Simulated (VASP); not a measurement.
Crystal: Nb2As3.

```
Nb As
1.0
     4.08777    0.00000    0.00000
    -2.04388    3.54011    0.00000
     0.00000    0.00000    6.35990
Nb As
2 3
Cartesian
  0.0000 2.3601 1.5582
  2.0439 1.1800 4.8017
  0.0000 0.0000 0.0000
  0.0000 2.3601 4.1021
  2.0439 1.1800 2.2578
```

| Quantity | Value |
| --- | --- |
| Program | VASP 6.6.1 |
| Task | relaxation of cell and atoms |
| Functional | PBE |
| Potentials or basis | VASP PAW PBE potentials, release 64 (Nb_sv, As) |
| Cutoff | 600 eV |
| k mesh | 6 × 6 × 4 |
| Occupations | gaussian, width 0.1 eV |
| Spin | no spin polarisation |

At the start: pressure 16.4 GPa; volume 18.41 Å³/atom.

How do energy, volume and symmetry change on relaxing?

Over 21 steps the energy falls by 279.3 meV/atom and the volume is 19.13 Å³/atom (+3.9 %); space group P-3m1 (No. 164, to 0.05 Å).

Step by step:
```
step  energy change (eV)  largest force (eV/Å)  pressure (GPa)  volume (Å³)
   1              0.0000                2.0546           16.43        92.04
   2              0.1226                0.2264          -13.23       119.52
   3             -0.6303                0.8838           -1.74       103.91
   4             -0.6312                0.9143           -1.26       103.47
   5             -0.7390                1.0214           -1.25       102.42
   6             -1.0532                0.8769           -0.95        99.28
   7             -1.3287                0.2031            4.02        93.11
   8             -1.3351                0.4662            2.07        94.51
   9             -1.3403                0.3302            2.81        93.93
  10             -1.3444                0.2714           -2.26        97.90
  11             -1.3707                0.0894            0.04        95.92
  12             -1.3744                0.0354            0.13        95.84
  13             -1.3791                0.1207            0.47        95.60
  14             -1.3812                0.1343           -0.26        96.14
  15             -1.3814                0.1379           -0.44        96.28
  16             -1.3839                0.1410           -0.41        96.23
  17             -1.3901                0.1467           -0.27        96.05
  18             -1.3925                0.1659            0.34        95.63
  19             -1.3951                0.0867           -0.43        96.21
  20             -1.3951                0.0898           -0.41        96.19
  21             -1.3965                0.0089            0.23        95.65
```

Final structure:
```
Nb As
1.0
     4.08774    0.00000    0.00000
    -2.04387    3.54009    0.00000
     0.00000    0.00000    6.61002
Nb As
2 3
Cartesian
  0.0000 2.3601 1.2062
  2.0439 1.1800 5.4038
  0.0000 0.0000 0.0000
  0.0000 2.3601 4.0265
  2.0439 1.1800 2.5836
```
